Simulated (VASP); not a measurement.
Na:

```xyz
1
Lattice="-2.1410 2.1410 2.1410 2.1410 -2.1410 2.1410 2.1410 2.1410 -2.1410" Properties=species:S:1:pos:R:3 pbc="T T T"
Na    0.0000    0.0000    0.0000
```

| Quantity | Value |
| --- | --- |
| Program | VASP 6.6.1 |
| Task | relaxation of cell and atoms |
| Functional | LDA |
| Potentials or basis | VASP PAW LDA potentials, release 64 (Na_pv) |
| Cutoff | 600 eV |
| k mesh | 7 × 7 × 7 |
| Occupations | gaussian, width 0.02 eV |
| Spin | no spin polarisation |

At the start: pressure -1.1 GPa; volume 39.26 Å³/atom.

**Question.** Where does the relaxation end?

**Answer.** Over 5 steps the energy falls by 24.4 meV/atom and the volume is 33.10 Å³/atom (-15.7 %); space group Im-3m (No. 229, to 0.05 Å).

Step by step:
```tsv
step	energy change (eV)	largest force (eV/Å)	pressure (GPa)	volume (Å³)
1	0.0000	0.0000	-1.13	39.26
2	-0.0099	0.0000	-0.94	37.71
3	-0.0244	0.0000	-0.08	33.31
4	-0.0244	0.0000	0.06	32.96
5	-0.0244	0.0000	-0.02	33.10
```

Final structure:
```
Na
1.0
    -2.02276    2.02276    2.02276
     2.02276   -2.02276    2.02276
     2.02276    2.02276   -2.02276
Na
1
Direct
  0.00000 0.00000 0.00000
```

Caveat: the volume moved by over 15 % at a fixed basis, so the end points are rough; the volume moved by -16 % from the deposited cell, more than functionals usually miss.
